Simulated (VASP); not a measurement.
# Ti4W (R-3m) in VASP: a series of runs

The runs below take Ti4W through single point, with PBE.

Program: VASP 6.6.1. These are calculated values, not measurements. Logs are shortened: lines on timing, memory, paths and dates and some standing lists are left out, and cuts for length are marked.

**1. The cell of the first run**

Symmetry: R-3m, No. 166, trigonal system. The conventional cell has a = 4.586 Å, b = 4.586 Å, c = 13.882 Å, α = 90.00°, β = 90.00°, γ = 120.00°. Ti (site symmetry 3m) has 3 W at 2.79 Å and 11 Ti at 2.85 to 3.19 Å within 3.7 Å. Within 3.4 Å of Ti (site symmetry 3m) lie 4 W at 2.55 to 3.36 Å and 10 Ti at 2.69 to 3.13 Å. Within 3.4 Å of W (site symmetry -3m) lie 14 Ti at 2.55 to 3.36 Å.

**2. Single point, PBE**

Contents of INCAR:

```
SYSTEM = Ti4W
  PREC = Accurate
  ENCUT = 520
  EDIFF = 1E-6
  ISMEAR = 0
  SIGMA = 0.2
  LREAL = .FALSE.
  LASPH = .TRUE.
  NELM = 100
  ALGO = Fast
  ISIF = 2
  LWAVE = .FALSE.
  LCHARG = .FALSE.
  GGA = PE
  NBANDS = 73
```

Contents of KPOINTS:

```
Automatic mesh
0
G
  6 6 4
  0 0 0
```

Contents of POSCAR:

```
Ti4W
1.0
   -2.2930757794      3.9717237555      0.0000000000
    2.2930757794     -1.3239079185     -4.6272773178
   -6.8792273381     -3.9717237555      0.0000000000
Ti W
8 2
Direct
    0.6542013460      0.3084026920      0.5514004487
    0.1542013460      0.3084026920      0.0514004487
    0.8457986540      0.6915973080      0.9485995513
    0.3457986540      0.6915973080      0.4485995513
    0.5256283994      0.0512567987      0.8418761331
    0.0256283994      0.0512567987      0.3418761331
    0.9743716006      0.9487432013      0.6581238669
    0.4743716006      0.9487432013      0.1581238669
    0.2500000000      0.5000000000      0.7500000000
    0.7500000000      0.5000000000      0.2500000000
```

Potentials or basis: VASP PAW PBE potentials, release 64 (Ti_sv, W_sv).

Launch:

```bash
cat potpaw_PBE.64/Ti_sv/POTCAR potpaw_PBE.64/W_sv/POTCAR > POTCAR
mpirun -np 1 vasp_std > vasp.out
```

OUTCAR:

```text
SYSTEM = Ti4W
   PREC = Accurate
   ENCUT = 520
   EDIFF = 1E-6
   ISMEAR = 0
   LREAL = .FALSE.
   LASPH = .TRUE.
   NELM = 100
   ISIF = 2
   GGA = PE

 ion  position               nearest neighbor table
   1  0.654  0.308  0.551-   9 2.79   9 2.79  10 2.79   4 2.85   5 2.90   6 2.90   6 2.90
   2  0.154  0.308  0.051-  10 2.79  10 2.79   9 2.79   3 2.85   6 2.90   5 2.90   5 2.90
   3  0.846  0.692  0.949-   9 2.79   9 2.79  10 2.79   2 2.85   7 2.90   8 2.90   8 2.90
   4  0.346  0.692  0.449-  10 2.79  10 2.79   9 2.79   1 2.85   8 2.90   7 2.90   7 2.90
   5  0.526  0.051  0.842-   9 2.55   7 2.69   8 2.69   7 2.69   1 2.90   2 2.90   2 2.90
   6  0.026  0.051  0.342-  10 2.55   8 2.69   7 2.69   8 2.69   2 2.90   1 2.90   1 2.90
   7  0.974  0.949  0.658-   9 2.55   5 2.69   6 2.69   5 2.69   3 2.90   4 2.90   4 2.90
   8  0.474  0.949  0.158-  10 2.55   6 2.69   5 2.69   6 2.69   4 2.90   3 2.90   3 2.90
   9  0.250  0.500  0.750-   5 2.55   7 2.55   3 2.79   1 2.79   1 2.79   3 2.79   2 2.79   4 2.79

  10  0.750  0.500  0.250-   6 2.55   8 2.55   4 2.79   2 2.79   2 2.79   4 2.79   3 2.79   1 2.79

  LATTYP: Found a base centered monoclinic cell.
 ALAT       =     9.6258875025
 B/A-ratio  =     0.4764393473
 C/A-ratio  =     0.8252171562
 COS(beta)  =    -0.2750723854

  Lattice vectors:

 A1 = (   0.0000000000,   2.6478158370,  -4.6272773178)
 A2 = (   2.2930757794,  -1.3239079185,  -4.6272773178)
 A3 = (  -6.8792273381,  -3.9717237555,   0.0000000000)

Analysis of symmetry for initial positions (statically):
=====================================================================
 Subroutine PRICEL returns following result:

  LATTYP: Found a trigonal (rhomboedric) cell.
 ALAT       =     5.3312872819
 COS(alpha) =     0.6299992207

  Lattice vectors:

 A1 = (   2.2930757794,  -1.3239079185,  -4.6272773178)
 A2 = (  -2.2930757793,  -1.3239079185,  -4.6272773178)
 A3 = (   0.0000000000,   2.6478158370,  -4.6272773178)

   2 primitive cells build up your supercell.

 Routine SETGRP: Setting up the symmetry group for a
 base centered monoclinic supercell.

 Subroutine GETGRP returns: Found  4 space group operations
 (whereof  4 operations were pure point group operations)
 out of a pool of  4 trial point group operations.

The static configuration has the point symmetry C_2h.

Analysis of symmetry for dynamics (positions and initial velocities):
=====================================================================
 Subroutine PRICEL returns following result:

  LATTYP: Found a trigonal (rhomboedric) cell.
 ALAT       =     5.3312872819
 COS(alpha) =     0.6299992207

  Lattice vectors:

 A1 = (   2.2930757794,  -1.3239079185,  -4.6272773178)
 A2 = (  -2.2930757793,  -1.3239079185,  -4.6272773178)
 A3 = (   0.0000000000,   2.6478158370,  -4.6272773178)

   2 primitive cells build up your supercell.

 Routine SETGRP: Setting up the symmetry group for a
 base centered monoclinic supercell.

 Subroutine GETGRP returns: Found  4 space group operations
 (whereof  4 operations were pure point group operations)
 out of a pool of  4 trial point group operations.

The dynamic configuration has the point symmetry C_2h.

 Subroutine INISYM returns: Found  4 space group operations
 (whereof  4 operations are pure point group operations),
 and found     2 'primitive' translations

----------------------------------------------------------------------------------------

                                     Primitive cell

  volume of cell :      84.2855

  direct lattice vectors                    reciprocal lattice vectors
     2.293075779 -1.323907919 -4.627277318     0.218047744 -0.125889924 -0.072036602
    -2.293075779 -1.323907919 -4.627277318    -0.218047744 -0.125889924 -0.072036602
     0.000000000  2.647815837 -4.627277318     0.000000000  0.251779847 -0.072036602

  length of vectors
     5.331287282  5.331287282  5.331287282     0.261882347  0.261882347  0.261882347

  position of ions in fractional coordinates (direct lattice)
     0.102800897  0.102800897  0.102800897
     0.897199103  0.897199103  0.897199103
     0.683752266  0.683752266  0.683752266
     0.316247734  0.316247734  0.316247734
     0.500000000  0.500000000  0.500000000

  ion indices of the primitive-cell ions
   primitive index   ion index
                 1           1
                 2           4
                 3           5
                 4           7
                 5          10

----------------------------------------------------------------------------------------

 KPOINTS: Automatic mesh

Automatic generation of k-mesh.
 Grid dimensions read from file:
 generate k-points for:    6    6    4

 Generating k-lattice:

  Cartesian coordinates                     Fractional coordinates (reciprocal lattice)
    -0.018170645  0.031472481 -0.018009150     0.166666667 -0.000000000  0.000000000
     0.000000000  0.000000000 -0.036018301     0.000000000  0.166666667  0.000000000
    -0.027255968 -0.015736240 -0.009004575     0.000000000  0.000000000  0.250000000

  Length of vectors
     0.040558833  0.036018301  0.032735293

  Shift w.r.t. Gamma in fractional coordinates (k-lattice)
     0.000000000  0.000000000  0.000000000

 Subroutine IBZKPT returns following result:
 ===========================================

 Found     47 irreducible k-points:

 Following reciprocal coordinates:
            Coordinates               Weight
  0.000000  0.000000  0.000000      1.000000
  0.166667 -0.000000  0.000000      4.000000
  0.333333  0.000000  0.000000      4.000000
  0.500000  0.000000  0.000000      2.000000
  0.000000  0.166667  0.000000      2.000000
  0.166667  0.166667  0.000000      4.000000
[... 16 lines left out ...]
  0.500000  0.166667  0.250000      4.000000
 -0.333333  0.166667  0.250000      4.000000
 [... further k-points ...]
   k-points           NKPTS =     47   k-points in BZ     NKDIM =     47   number of bands    NBANDS=     73
   number of dos      NEDOS =    301   number of ions     NIONS =     10
   total plane-waves  NPLWV =  86400
   dimension x,y,z NGX =    36 NGY =   40 NGZ =   60
   dimension x,y,z NGXF=    72 NGYF=   80 NGZF=  120
   ions per type =               8   2
   NGX,Y,Z   is equivalent  to a cutoff of  13.05, 12.47, 12.56 a.u.
   NGXF,Y,Z  is equivalent  to a cutoff of  26.10, 24.95, 25.11 a.u.
 SYSTEM =  Ti4W
   PREC   = accura    normal or accurate (medium, high low for compatibility)
   ISTART =      0    job   : 0-new  1-cont  2-samecut
   ICHARG =      2    charge: 1-file 2-atom 10-const
   ISPIN  =      1    spin polarized calculation?
   LNONCOLLINEAR =      F non collinear calculations
   LSORBIT =      F    spin-orbit coupling
   LASPH  =      T    aspherical Exc in radial PAW
   ENCUT  =  520.0 eV  38.22 Ry    6.18 a.u.   8.53  9.91 14.77*2*pi/ulx,y,z
   NELM   =    100;   NELMIN=  2; NELMDL= -5     # of ELM steps
   EDIFF  = 0.1E-05   stopping-criterion for ELM
   LREAL  =      F    real-space projection
   EDIFFG = 0.1E-04   stopping-criterion for IOM
   NSW    =      0    number of steps for IOM
   IBRION =     -1    ionic relax: 0-MD 1-quasi-New 2-CG
   NFREE  =      0    steps in history (QN), initial steepest desc. (CG)
   ISIF   =      2    stress and relaxation
   ISYM   =      2    0-nonsym 1-usesym 2-fastsym
   POTIM  = 0.5000    time-step for ionic-motion
   TEBEG  =    0.0;   TEEND  =   0.0 temperature during run
   PSTRESS=    0.0 pullay stress
   NELECT =     124.0000    total number of electrons
   NUPDOWN=      -1.0000    fix difference up-down
   EMIN   =  10.00;   EMAX   =-10.00  energy-range for DOS
   EFERMI =   0.00;   METHOD = LEGACY
   ISMEAR =     0;   SIGMA  =   0.20  broadening in eV -4-tet -1-fermi 0-gaus
   EFERMI_NEDOS =   21; number of points for ismear=-14 and -15
   IALGO  =     68    algorithm
   IMIX   =      4    mixing-type and parameters
     AMIX     =   0.40;   BMIX     =  1.00
     AMIX_MAG =   1.60;   BMIX_MAG =  1.00
  volume/ion in A,a.u.               =      16.86       113.76
  Fermi-wavevector in a.u.,A,eV,Ry     =   1.477818  2.792672 29.714406  2.183947
  Thomas-Fermi vector in A             =   2.592176
   LORBIT       =      0    0 simple, 1 ext, 2 COOP (PROOUT), +10 PAW based schemes
   GGA     = PE    functional components
   LHFCALC =     F    Hartree Fock is set to
   AEXX    =    0.0000 exact exchange contribution
   IVDW    =     0    specifies the selected vdW correction
   LEPSILON=     F    determine dielectric tensor
   LRPA    =     F    only Hartree local field effects (RPA)
 non-spin polarized calculation
 RMM-DIIS sequential band-by-band and
 Gauss-broadening in eV      SIGMA  =   0.20
  energy-cutoff  :      520.00
  volume of cell :      168.57
 maximum number of plane-waves:      4564
 NGX is ok and might be reduce to    36

 number of electron     124.0000015 magnetization

 Free energy of the ion-electron system (eV)
  ---------------------------------------------------
  ext. energy  EPLUGINS =         0.00000000
  ---------------------------------------------------
  free energy    TOTEN  =       -88.35731911 eV

  energy without entropy =      -88.07021558  energy(sigma->0) =      -88.21376734

 E-fermi :   8.5749     XC(G=0): -11.9553

 val. band max:        8.5725321625   @ k =   0.3333   0.3333   0.2500
 cond. band min:       8.5806028062   @ k =   0.3333   0.3333   0.2500
 fundamental gap:      0.0080706437
 Fermi energy:         8.5748999322

 k-point     1 :       0.0000    0.0000    0.0000
  band No.  band energies     occupation
      1     -64.2414      2.00000
      2     -64.2413      2.00000
      3     -47.9031      2.00000
      4     -47.8782      2.00000
      5     -47.8436      2.00000
      6     -47.8374      2.00000
[... 65 lines left out ...]
     72       9.8994      0.00000
     73      10.9447      0.00000

 k-point     2 :       0.1667   -0.0000    0.0000
  band No.  band energies     occupation
      1     -64.2413      2.00000
      2     -64.2413      2.00000
      3     -47.8977      2.00000
      4     -47.8761      2.00000
      5     -47.8450      2.00000
      6     -47.8390      2.00000
[... 1664 lines left out ...]
 k-point    24 :      -0.3333    0.1667    0.2500
  band No.  band energies     occupation
      1     -64.2413      2.00000
      2     -64.2413      2.00000
      3     -47.8866      2.00000
      4     -47.8750      2.00000
      5     -47.8463      2.00000
      6     -47.8412      2.00000
[... 65 lines left out ...]
     72      10.2859      0.00000
     73      10.4639      0.00000

 [... further k-points ...]
[... 5 lines left out ...]
  --------------------------------------------------------------------------------------
  -------------------------------------------------------------------------------------
  Total       -0.1225747     -0.0950624      0.2392174     -0.0238263      0.0236594      0.0409791
  in kB       -1.1650063     -0.9035168      2.2736335     -0.2264566      0.2248698      0.3894844
  external PRESSURE =       0.0683701 kB  Pullay stress =       0.0000000 kB

 VOLUME and BASIS-vectors are now :
 -----------------------------------------------------------------------------
  energy-cutoff  :      520.00
  volume of cell :      168.57
      direct lattice vectors                 reciprocal lattice vectors
    -2.293075779  3.971723755  0.000000000    -0.109023872  0.188834885 -0.108054903
     2.293075779 -1.323907919 -4.627277318     0.000000000  0.000000000 -0.216109805
    -6.879227338 -3.971723755  0.000000000    -0.109023872 -0.062944962 -0.036018301

 POSITION                                       TOTAL-FORCE (eV/Angst)
 -----------------------------------------------------------------------------------
     -4.58615     -0.00000     -1.42706        -0.005401     -0.003118     -0.046719
     -0.00000     -0.00000     -1.42706        -0.005401     -0.003118     -0.046719
     -6.87923     -1.32391     -3.20021         0.005401      0.003118      0.046719
     -2.29308     -1.32391     -3.20021         0.005401      0.003118      0.046719
     -6.87923     -1.32391     -0.23718        -0.000255     -0.000147     -0.128607
     -2.29308     -1.32391     -0.23718        -0.000255     -0.000147     -0.128607
     -4.58615     -0.00000     -4.39010         0.000255      0.000147      0.128607
      0.00000     -0.00000     -4.39010         0.000255      0.000147      0.128607
     -4.58615     -2.64782     -2.31364         0.000000     -0.000000      0.000000
     -2.29308      1.32391     -2.31364         0.000000     -0.000000      0.000000
 -----------------------------------------------------------------------------------
    total drift:                               -0.000000      0.000000      0.000000

  FREE ENERGIE OF THE ION-ELECTRON SYSTEM (eV)
  ---------------------------------------------------
  free  energy   TOTEN  =       -88.3573191088 eV

  energy  without entropy=      -88.0702155797  energy(sigma->0) =      -88.21376734
```

Run time: 25 min. Hardware: 1 thread of Intel Xeon 6975P-C (Granite Rapids), shared host; peak memory 0.57 GiB.

What came out:

| Quantity | Value |
| --- | --- |
| Free energy | -88.3573 eV |
| Pressure | 0.0 GPa |
| Largest force | 0.129 eV/Å |
| Band gap on the k mesh | zero (band 62 reaches 8.73 eV, above the bottom of band 63 at 8.29 eV) |

Forces in eV/Å, atoms in the order of the input:
```
Ti  -0.005 -0.003 -0.047
Ti  -0.005 -0.003 -0.047
Ti   0.005  0.003  0.047
Ti   0.005  0.003  0.047
Ti   0.000  0.000 -0.129
Ti   0.000  0.000 -0.129
Ti   0.000  0.000  0.129
Ti   0.000  0.000  0.129
W    0.000  0.000  0.000
W    0.000  0.000  0.000
```

Stress tensor (GPa, compression positive):
```
-0.12 -0.02  0.04
-0.02 -0.09  0.02
 0.04  0.02  0.23
```

Caveat: spin-orbit coupling is left out, which moves the levels of the heavy elements.

**3. Single point, PBE**

This run uses another cell than the first one: it holds 5 atoms, not 10.

Contents of INCAR:

```
ALGO = Normal
EDIFF = 1E-6
ENCUT = 520
GGA = PE
ISIF = 2
ISMEAR = 0
LASPH = True
LCHARG = False
LREAL = False
LWAVE = False
NBANDS = 39
NELM = 100
PREC = Accurate
SIGMA = 0.1
```

Contents of KPOINTS:

```
k-points
0
Gamma
  6 6 6
```

Contents of POSCAR:

```
Ti4W
1.0
    2.1911736700      1.2650747100      4.4727145300
   -2.1911736700      1.2650747100      4.4727145300
    0.0000000000     -2.5301494200      4.4727145300
Ti W
4 1
Direct
    0.9000000000      0.9000000000      0.9000000000
    0.1000000000      0.1000000000      0.1000000000
    0.3000000000      0.3000000000      0.3000000000
    0.7000000000      0.7000000000      0.7000000000
    0.5000000000      0.5000000000      0.5000000000
```

Potentials or basis: VASP PAW PBE potentials, release 64 (Ti_sv, W_sv).

Launch:

```bash
cat potpaw_PBE.64/Ti_sv/POTCAR potpaw_PBE.64/W_sv/POTCAR > POTCAR
mpirun -np 1 vasp_std > vasp.out
```

Run time: 2.8 min. Hardware: 1 thread of Intel Xeon Platinum 8488C (Sapphire Rapids), shared host; peak memory 0.27 GiB.

The run converged. Its results:

```yaml
Free_energy: -43.4963 eV
Pressure: 18.5 GPa
Largest_force: 0.409 eV/Å
Band_gap_on_the_k_mesh: zero (band 31 reaches 10.35 eV, above the bottom of band 32 at 9.51 eV)
```

Forces on the atoms (eV/Å):
```
Ti   0.000  0.000 -0.184
Ti   0.000  0.000  0.184
Ti   0.000  0.000  0.409
Ti   0.000  0.000 -0.409
W    0.000  0.000  0.000
```

Stress tensor (GPa, compression positive):
```
19.29  0.00  0.00
 0.00 19.29  0.00
 0.00  0.00 17.03
```

Levels at points of the mesh, in eV from the Fermi level:
```tsv
k point	band 29	band 30	band 31	band 32	band 33	band 34
(0.00, 0.00, 0.00)	-0.78	-0.78	-0.74	0.03	0.52	0.91
(0.50, 0.00, 0.00)	-0.67	-0.38	-0.23	0.14	0.22	0.66
(0.50, 0.50, 0.00)	-1.04	-0.59	-0.37	-0.27	0.78	1.12
(0.50, 0.50, 0.50)	-0.44	-0.44	-0.21	-0.21	0.11	0.11
```

Caveat: spin-orbit coupling is left out, which moves the levels of the heavy elements.

**4. Single point, PBE**

This run uses another cell than the first one: it holds 5 atoms, not 10.

Contents of INCAR:

```
ALGO     = Fast           # electronic algorithm
EDIFF    = 1E-6           # SCF threshold, eV
ENCUT    = 520            # plane-wave cutoff, eV
GGA      = PE             # functional
ISIF     = 2              # what is computed and relaxed
ISMEAR   = 0              # smearing method
LASPH    = T              # aspherical terms in the spheres
LCHARG   = T              # write CHGCAR
LELF     = T              # ELF
LREAL    = F              # projectors in reciprocal space
LVHAR    = T            
LWAVE    = F              # write WAVECAR
NBANDS   = 39             # bands
NELM     = 80             # most SCF steps
PREC     = Accurate       # precision mode
SIGMA    = 0.1            # smearing width, eV
```

KPOINTS is that of step 3.

Contents of POSCAR:

```
Ti4W
1.0
    2.3014673491      1.3287527935      4.6016194832
   -2.3014673491      1.3287527935      4.6016194832
    0.0000000000     -2.6575055870      4.6016194832
Ti W
4 1
Direct
    0.8972447830      0.8972447830      0.8972447830
    0.1027552170      0.1027552170      0.1027552170
    0.3156557507      0.3156557507      0.3156557507
    0.6843442493      0.6843442493      0.6843442493
    0.5000000000      0.5000000000      0.5000000000
```

Launch:

```bash
cat potpaw_PBE.64/Ti_sv/POTCAR potpaw_PBE.64/W_sv/POTCAR > POTCAR
mpirun -np 1 vasp_std > vasp.out
```

Wall time 10 min (1 thread of Intel Xeon Platinum 8488C (Sapphire Rapids), shared host); peak memory 0.29 GiB.

Results (log left out):

* Free energy: -44.1278 eV
* Pressure: -0.3 GPa
* Largest force: 0.025 eV/Å
* Band gap on the k mesh: zero (band 31 reaches 8.73 eV, above the bottom of band 32 at 7.95 eV)

Forces in eV/Å, atoms in the order of the input:
```
Ti   0.000  0.000 -0.025
Ti   0.000  0.000  0.025
Ti   0.000  0.000 -0.024
Ti   0.000  0.000  0.024
W    0.000  0.000  0.000
```

Stress tensor (GPa, compression positive):
```
-0.44  0.00  0.00
 0.00 -0.44  0.00
 0.00  0.00  0.05
```

Levels at points of the mesh, in eV from the Fermi level:
| k point | band 29 | band 30 | band 31 | band 32 | band 33 | band 34 |
| --- | --- | --- | --- | --- | --- | --- |
| (0.00, 0.00, 0.00) | -0.92 | -0.92 | -0.63 | -0.60 | 1.09 | 1.15 |
| (0.50, 0.00, 0.00) | -0.69 | -0.29 | -0.29 | 0.06 | 0.31 | 0.84 |
| (0.50, 0.50, 0.00) | -0.55 | -0.27 | -0.06 | 0.02 | 0.61 | 1.24 |
| (0.50, 0.50, 0.50) | -0.45 | -0.45 | -0.31 | -0.31 | 0.63 | 0.63 |

Caveat: spin-orbit coupling is left out, which moves the levels of the heavy elements.

(Continued in part 2 of 2.)
